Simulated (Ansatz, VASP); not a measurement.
## Ge in VASP and in Ansatz

```
Ge
1.0
     2.98791    0.00000    0.00000
    -1.49396    2.58761    0.00000
     0.00000    0.00000    9.55338
Ge
4
Direct
  0.00000 0.00000 0.00000
  0.00000 0.00000 0.50000
  0.33333 0.66667 0.25000
  0.66667 0.33333 0.75000
```

Alike in both runs: functional PBEsol; k mesh 12 × 12 × 4; occupations fermi-dirac, width 0.1 eV; no spin polarisation.

Ansatz relaxed the structure, and its values are those at the end. VASP's run is a single point on that final structure, the one shown.

|  | VASP | Ansatz |
| --- | --- | --- |
| version | VASP 6.6.1 | Ansatz 0.2.0 |
| potentials or method | VASP PAW PBE potentials, release 64 (Ge_d), cutoff 520 eV | plane waves (420 eV) with PAW, scalar-relativistic |
| valence electrons in the cell | 56 | 56 |

Ansatz gave:

| Item | Value |
| --- | --- |
| pressure (GPa) | 0.0 |

Question: Estimate VASP's values.

Answer: Pressure (GPa): 0.1.

VASP's potentials were made for PBE, not for PBEsol, and Ansatz warns of the same on its side.
